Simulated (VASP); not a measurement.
Wanted: the native input for a VASP 6.6.1 run.

```yaml
Task: single point
Functional: LDA
Potentials_or_basis: VASP PAW LDA potentials, release 64 (P)
Cutoff: 520 eV
k_mesh: 10 × 10 × 10
Occupations: fermi-dirac, width 0.1 eV
Spin: non-collinear spin, zero start, spin-orbit coupling
Starting_moments: "[[0.0, 0.0, 0.0], [0.0, 0.0, 0.0]] μB"
Dipole_correction: no
Further_INCAR_settings: ALGO = Normal; EDIFF = 1e-06; NBANDS = 22
```

The structure of P lies in POSCAR:

```
P
1.0
    0.0000000000      2.6704019157      2.6704019157
    2.6704019157      0.0000000000      2.6704019157
    2.6704019157      2.6704019157      0.0000000000
P
2
Direct
    0.1250000000      0.1250000000      0.1250000000
    0.8750000000      0.8750000000      0.8750000000
```

This isn't the form of P at room conditions, which is orthorhombic.

One way to write it, as run:

INCAR

```
ALGO     = Normal         # electronic algorithm
EDIFF    = 1E-6           # SCF threshold, eV
ENCUT    = 520            # plane-wave cutoff, eV
GGA      = CA             # functional
GGA_COMPAT= False        
ISIF     = 2              # what is computed and relaxed
ISMEAR   = -1             # smearing method
LASPH    = True           # aspherical terms in the spheres
LCHARG   = False          # write CHGCAR
LORBIT   = 11             # projections on sites
LORBMOM  = True         
LREAL    = False          # projectors in reciprocal space
LSORBIT  = True           # spin-orbit coupling
LWAVE    = False          # write WAVECAR
MAGMOM   = 0 0 0 0 0 0    # initial moments
NBANDS   = 22             # bands
NELM     = 150            # most SCF steps
PREC     = Accurate       # precision mode
SIGMA    = 0.1            # smearing width, eV
```

KPOINTS

```
k-points
0
Gamma
  10 10 10
```

Potentials or basis: VASP PAW LDA potentials, release 64 (P).

Run with:

```bash
$ cat potpaw_LDA.64/P/POTCAR > POTCAR
$ mpirun -np 1 vasp_ncl > vasp.out
```

It gave:

```
Pressure                                              : -0.1 GPa
Net moment                                            : 0.00 μB per cell
Valence electrons inside the program's atomic spheres : P 2.42
```

Run time: 35 s on 1 thread of Intel(R) Xeon(R) 6975P-C (Granite Rapids), with other jobs on the host, peak memory 0.21 GiB.
